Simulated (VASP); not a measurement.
A run of VASP 6.6.1:

The input INCAR:

```
ALGO = Normal
EDIFF = 1E-6
ENCUT = 520
GGA = PE
ISIF = 2
ISMEAR = 0
LASPH = T
LCHARG = F
LREAL = F
LWAVE = F
NBANDS = 36
NELM = 80
PREC = Accurate
SIGMA = 0.2
```

KPOINTS

```
k-points
0
Gamma
  4 4 4
```

Contents of POSCAR:

```
Si3Bi2Te2
1.0
   -2.8588159872      2.8588159872      6.2327966094
    2.8588159872     -2.8588159872      6.2327966094
    2.8588159872      2.8588159872     -6.2327966094
Si Bi Te
3 2 2
Direct
    0.5000000000      0.5000000000      0.0000000000
    0.3029154920      0.3029154920      0.0000000000
    0.6970845080      0.6970845080      0.0000000000
    0.5000000000      0.0000000000      0.5000000000
    0.0000000000      0.5000000000      0.5000000000
    0.7500000000      0.2500000000      0.5000000000
    0.2500000000      0.7500000000      0.5000000000
```

Potentials or basis: VASP PAW PBE potentials, release 64 (Si, Bi_d, Te).

Command:

```sh
$ cat potpaw_PBE.64/Si/POTCAR potpaw_PBE.64/Bi_d/POTCAR potpaw_PBE.64/Te/POTCAR > POTCAR
$ mpirun -np 1 vasp_std > vasp.out
```

Hardware: 1 thread of Intel(R) Xeon(R) Platinum 8488C (Sapphire Rapids), on a shared host.

Problem. How long does it take, and how much memory?

Solution. Wall time 95 s on 1 thread of Intel(R) Xeon(R) Platinum 8488C (Sapphire Rapids), with other jobs on the host, peak memory 0.46 GiB. Counts: scf iterations 13, k points 13.
